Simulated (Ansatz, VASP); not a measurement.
# Os: VASP beside Ansatz

```
CELL_PARAMETERS angstrom
2.81612 0.00000 0.00000
-1.40806 2.43883 0.00000
0.00000 0.00000 4.31970
ATOMIC_POSITIONS crystal
Os 0.33333 0.66667 0.25000
Os 0.66667 0.33333 0.75000
```

Change from the starting cell: equal xx and yy strain of +3 %.

Alike in both runs: task single point; functional PBE; k mesh 15 × 15 × 9; occupations fermi-dirac, width 0.05 eV; no spin polarisation.

```csv
,VASP,Ansatz
version,VASP 6.6.1,Ansatz 0.2.0
potentials or method,"VASP PAW PBE potentials, release 64 (Os), cutoff 520 eV","all-electron LAPW, scalar-relativistic"
```

Ansatz gave:

* pressure (GPa): -13.1
* traceless stress, the component that is largest in VASP (GPa): 9.15

Task: Which values does VASP return?

Result: Pressure (GPa): -13.5; traceless stress, the component that is largest in VASP (GPa): 8.98.

Ansatz ran all-electron here, and VASP with PAW potentials.

Spin-orbit coupling is off throughout.
